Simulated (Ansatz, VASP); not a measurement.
One calculation of ZrTi3C4, two programs

Contents of INCAR:

```
PREC = Accurate ; ENCUT = 520
EDIFF = 1E-7 ; ISMEAR = 0
SIGMA = 0.1 ; LREAL = F
LASPH = T ; NELM = 60
ALGO = Normal ; ISIF = 2
LWAVE = F ; LCHARG = F
GGA = PE ; NBANDS = 42
```

KPOINTS

```
Automatic mesh
0
Gamma
  6 6 2
```

File POSCAR:

```
ZrTi3C4
1.0
    3.3979412100      0.0000000000      0.0000000000
    0.0000000000      3.3979412100      0.0000000000
    0.0000000000      0.0000000000      9.6108290900
Zr Ti C
1 3 4
Direct
    0.0000000000      0.0000000000      0.0000000000
    0.5000000000      0.5000000000      0.2500000000
    0.0000000000      0.0000000000      0.5000000000
    0.5000000000      0.5000000000      0.7500000000
    0.0000000000      0.0000000000      0.2500000000
    0.5000000000      0.5000000000      0.5000000000
    0.0000000000      0.0000000000      0.7500000000
    0.5000000000      0.5000000000      0.0000000000
```

Input for Ansatz:

```yaml
crystal:
  lattice:
    - [3.39794121, 0.0, 0.0]
    - [0.0, 3.39794121, 0.0]
    - [0.0, 0.0, 9.61082909]
  atoms:
    - { symbol: Zr, position: [0.0, 0.0, 0.0] }
    - { symbol: Ti, position: [0.5, 0.5, 0.25] }
    - { symbol: Ti, position: [0.0, 0.0, 0.5] }
    - { symbol: Ti, position: [0.5, 0.5, 0.75] }
    - { symbol: C, position: [0.0, 0.0, 0.25] }
    - { symbol: C, position: [0.5, 0.5, 0.5] }
    - { symbol: C, position: [0.0, 0.0, 0.75] }
    - { symbol: C, position: [0.5, 0.5, 0.0] }
basis:
  ecutwfc: 420
kpoints:
  mp_grid: { grid: [6, 6, 2] }
hamiltonian:
  xc: pbe
scf:
  occupations: { method: gaussian, width: 0.1 }
  lower_state_search: "off"
output:
  forces: true
  stress: true
  eigenvalues: true
```

Alike in both runs: task single point; functional PBE; k mesh 6 × 6 × 2; occupations gaussian, width 0.1 eV; no spin polarisation.

|  | VASP | Ansatz |
| --- | --- | --- |
| version | VASP 6.6.1 | Ansatz 0.2.0 |
| potentials or method | VASP PAW PBE potentials, release 64 (Zr_sv, Ti_sv, C), cutoff 520 eV | scalar-relativistic, plane waves, PAW |
| valence electrons in the cell | 64 | 64 |

```tsv
	VASP	Ansatz	Ansatz less VASP
gap on the k mesh at the Fermi level (eV)	none	none	-
rms of the force components (eV/Å)	0.182	0.182	-0.0002
```

Atom by atom the forces differ by 0.000 eV/Å (rms over components). A gap of «none» marks a metal or a gap that the smearing closes. With one functional, cell and mesh, what is left measures potentials, basis and numerics.
